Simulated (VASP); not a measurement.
Here is a VASP 6.6.1 calculation.

The input INCAR:

```
SYSTEM = Mg
PREC = Accurate ; ENCUT = 520
EDIFF = 1E-6 ; ISMEAR = 1
SIGMA = 0.05 ; LREAL = .False.
LASPH = .True. ; NELM = 100
ALGO = Normal ; ISIF = 2
LWAVE = .False. ; LCHARG = .False.
GGA = PE ; NBANDS = 7
```

The input KPOINTS:

```
Automatic mesh
0
Gamma
  9 9 9
  0 0 0
```

Contents of POSCAR:

```
Mg
1.0
    0.0000000000      2.2253958142      2.2253958142
    2.2253958142      0.0000000000      2.2253958142
    2.2253958142      2.2253958142      0.0000000000
Mg
1
Direct
    0.0000000000      0.0000000000      0.0000000000
```

Potentials or basis: VASP PAW PBE potentials, release 64 (Mg).

Run with:

```bash
$ cat potpaw_PBE.64/Mg/POTCAR > POTCAR
$ mpirun -np 1 vasp_std > vasp.out
```

Q: Estimate the band gap on the k mesh.

A: Zero (band 1 reaches 3.44 eV, above the bottom of band 2 at 2.02 eV).

Q: Estimate the pressure.

A: 1.7 GPa.
